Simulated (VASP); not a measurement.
# TaN (P6_3/mmc) in VASP: notebook, part 2 of 2

VASP 6.6.1.

## 5. Single point, PBE+U, collinear spin, ferrimagnetic start

Contents of INCAR:

```
SYSTEM = TaN
ALGO = Normal
EDIFF = 1E-6
ENCUT = 520
GGA = PE
ISIF = 2
ISMEAR = 0
ISPIN = 2
LASPH = .TRUE.
LCHARG = .FALSE.
LDAU = .TRUE.
LDAUJ = 0 0
LDAUL = 2 -1
LDAUPRINT = 1
LDAUTYPE = 2
LDAUU = 7 0
LMAXMIX = 4
LORBIT = 11
LREAL = .FALSE.
LWAVE = .FALSE.
MAGMOM = 0.65 -0.39 0.01 0.01
NBANDS = 28
NELM = 150
PREC = Accurate
SIGMA = 0.05
```

Contents of KPOINTS:

```
k-points
0
G
  7 7 4
  0 0 0
```

Contents of POSCAR:

```
TaN
1.0
    3.0480018400      0.0000000000      0.0000000000
   -1.5240009200      2.6396470300      0.0000000000
    0.0000000000      0.0000000000      4.9179997800
Ta N
2 2
Direct
    0.0000000000      0.0000000000      0.0000000000
    0.0000000000      0.0000000000      0.5000000000
    0.3333333333      0.6666666667      0.2500000000
    0.6666666667      0.3333333333      0.7500000000
```

Potentials or basis: VASP PAW PBE potentials, release 64 (Ta_pv, N).

Run with:

```bash
$ cat potpaw_PBE.64/Ta_pv/POTCAR potpaw_PBE.64/N/POTCAR > POTCAR
$ mpirun -np 1 vasp_std > vasp.out
```

OUTCAR:

```text
SYSTEM = TaN
   EDIFF = 1E-6
   ENCUT = 520
   GGA = PE
   ISIF = 2
   ISMEAR = 0
   ISPIN = 2
   LASPH = .TRUE.
   LORBIT = 11
   LREAL = .FALSE.
   NELM = 150
   PREC = Accurate

 ion  position               nearest neighbor table
   1  0.000  0.000  0.000-   3 2.15   4 2.15   4 2.15   3 2.15   4 2.15   3 2.15   2 2.46   2 2.46

   2  0.000  0.000  0.500-   3 2.15   4 2.15   4 2.15   3 2.15   4 2.15   3 2.15   1 2.46   1 2.46

   3  0.333  0.667  0.250-   1 2.15   2 2.15   1 2.15   2 2.15   1 2.15   2 2.15
   4  0.667  0.333  0.750-   1 2.15   2 2.15   1 2.15   2 2.15   1 2.15   2 2.15

  LATTYP: Found a hexagonal cell.
 ALAT       =     3.0480018400
[... 1793 lines left out ...]
     3.048001840  0.000000000  0.000000000     0.328083791  0.189419265  0.000000000
    -1.524000920  2.639647030  0.000000000     0.000000000  0.378838530  0.000000000
     0.000000000  0.000000000  4.917999780     0.000000000  0.000000000  0.203334698

 POSITION                                       TOTAL-FORCE (eV/Angst)
 -----------------------------------------------------------------------------------
      0.00000      0.00000      0.00000         0.000000      0.000000      0.000000
      0.00000      0.00000      2.45900         0.000000      0.000000      0.000000
     -0.00000      1.75976      1.22950        -0.000000      0.000000      0.000004
      1.52400      0.87988      3.68850        -0.000000     -0.000000     -0.000004
 -----------------------------------------------------------------------------------
    total drift:                               -0.000000      0.000000      0.000000

  FREE ENERGIE OF THE ION-ELECTRON SYSTEM (eV)
  ---------------------------------------------------
  free  energy   TOTEN  =       -27.8710321813 eV

  energy  without entropy=      -27.8693431380  energy(sigma->0) =      -27.87018766

 total charge

# of ion       s       p       d       tot
------------------------------------------
    1        0.349   6.321   2.508   9.179
    2        0.349   6.321   2.508   9.179
    3        1.240   2.633   0.000   3.873
    4        1.240   2.633   0.000   3.873
--------------------------------------------------
tot          3.178  17.908   5.017  26.103

 magnetization (x)

# of ion       s       p       d       tot
------------------------------------------
    1        0.000   0.000   0.000   0.000
    2        0.000   0.000   0.000   0.000
    3       -0.000  -0.000   0.000  -0.000
    4       -0.000  -0.000   0.000  -0.000
--------------------------------------------------
tot          0.000  -0.000   0.001   0.001
```

OSZICAR:

```text
N       E                     dE             d eps       ncg     rms          rms(c)
DAV:   1     0.296772883407E+03    0.29677E+03   -0.16410E+04  3136   0.120E+03
DAV:   2    -0.193921878432E+02   -0.31617E+03   -0.29915E+03  3568   0.381E+02
DAV:   3    -0.344556181685E+02   -0.15063E+02   -0.14749E+02  3768   0.807E+01
DAV:   4    -0.345935413826E+02   -0.13792E+00   -0.13759E+00  3572   0.788E+00
DAV:   5    -0.345944850484E+02   -0.94367E-03   -0.94355E-03  3684   0.604E-01    0.392E+01
DAV:   6    -0.278948976398E+02    0.66996E+01   -0.12419E+01  3596   0.298E+01    0.163E+01
DAV:   7    -0.278788866835E+02    0.16011E-01   -0.11426E+00  3504   0.738E+00    0.103E+01
DAV:   8    -0.278824021190E+02   -0.35154E-02   -0.28244E-01  3528   0.339E+00    0.243E+00
DAV:   9    -0.278683817554E+02    0.14020E-01   -0.17538E-02  3752   0.898E-01    0.751E-01
DAV:  10    -0.278683544563E+02    0.27299E-04   -0.48285E-03  3752   0.448E-01    0.403E-01
DAV:  11    -0.278708062714E+02   -0.24518E-02   -0.26886E-03  3628   0.408E-01    0.958E-02
DAV:  12    -0.278709679232E+02   -0.16165E-03   -0.20419E-04  3832   0.132E-01    0.652E-02
DAV:  13    -0.278710019697E+02   -0.34046E-04   -0.28580E-05  3688   0.516E-02    0.442E-02
DAV:  14    -0.278710286453E+02   -0.26676E-04   -0.40785E-05  3560   0.435E-02    0.746E-03
DAV:  15    -0.278710312752E+02   -0.26299E-05   -0.34283E-06  3432   0.125E-02    0.525E-03
DAV:  16    -0.278710321813E+02   -0.90608E-06   -0.29140E-07  2148   0.408E-03
   1 F= -.27871032E+02 E0= -.27870188E+02  d E =-.168904E-02  mag=     0.0007
```

stdout:

```text
POSCAR found type information on POSCAR TaN
 POSCAR found :  2 types and       4 ions
 scaLAPACK will be used
 LDA part: xc-table for (Slater+PW92), standard interpolation
 POSCAR, INCAR and KPOINTS ok, starting setup
 FFT: planning ... GRIDC
 FFT: planning ... GRID_SOFT
 FFT: planning ... GRID
 WAVECAR not read
 entering main loop
```

Run time: 27 s. Hardware: 1 thread of Intel Xeon 6975P-C (Granite Rapids), shared host; peak memory 0.2 GiB.

What came out:

```yaml
Free_energy: -27.8710 eV
Pressure: 87.7 GPa
Band_gap_on_the_k_mesh: zero (filled and empty bands overlap)
Net_moment: 0.00 μB per cell
Valence_electrons_inside_the_program's_atomic_spheres: Ta 9.18; N 3.87
```

Stress tensor (GPa, compression positive):
```
 56.19   0.00   0.00
  0.00  56.19   0.00
  0.00   0.00 150.72
```

Eigenvalues of the final occupation matrices:
```
    site  spin  trace               eigenvalues
site 1 d     1   1.28  0.20 0.20 0.24 0.24 0.40
site 1 d     2   1.28  0.20 0.20 0.24 0.24 0.40
site 2 d     1   1.28  0.20 0.20 0.24 0.24 0.40
site 2 d     2   1.28  0.20 0.20 0.24 0.24 0.40
```

Caveat: spin-orbit coupling is left out, which moves the levels of the heavy elements. The state reached can hang on the start; a lower one may exist.

## 6. Summary

```csv
spin,fixed moment (μB),pressure (GPa),moment (μB)
"collinear, ferrimagnetic start",-,87.7,0.00
"collinear, ferrimagnetic start",3.0,99.1,3.00
"collinear, zero start",0.0,87.7,0.00
```

Alike in all rows: task single point; level PBE+U; potentials or basis VASP PAW PBE potentials, release 64 (Ta_pv, N); Ta d U = 7.0 eV; cell as given; k mesh 7 × 7 × 4; cutoff (eV) 520; smearing gaussian 0.05 eV.

Caveats: spin-orbit coupling is left out, which moves the levels of the heavy elements; the total moment is fixed, so each spin has its own Fermi level (some runs); the moment is held away from its start (some runs).

Total energies depend on the potentials used, so only differences within one code and one set of settings carry meaning.
